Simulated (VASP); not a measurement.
Runs of VASP 6.6.1 on KMgF3. The structure is that of space group Pm-3m (No. 221), or close to it. The cells are those of the table. 

| cell | gap on the mesh (eV) | pressure (GPa) |
| --- | --- | --- |
| a = 4.085 Å, 5 atoms | 6.77 | -3.6 |
| a = 4.033 Å, 5 atoms | 7.04 | (a) |
| a = 3.640 Å, 5 atoms | 9.75 | 40.5 |
| a = 3.853 Å, 5 atoms | 8.12 | (b) |
| a = 3.979 Å, 5 atoms | 7.34 | 1.7 |

Alike in all rows: task single point; level PBE+D3(BJ); potentials or basis VASP PAW PBE potentials, release 64 (K_sv, Mg, F); no spin polarisation; k mesh 6 × 6 × 6; cutoff (eV) 520; smearing gaussian 0.01 eV.

Q: Fill in the values left out.

A: (a) -1.2; (b) 11.2.

Caveats: the cell stands under pressure (at least some runs); the cell stands under tension (at least some runs).

A k mesh can miss the band edges.
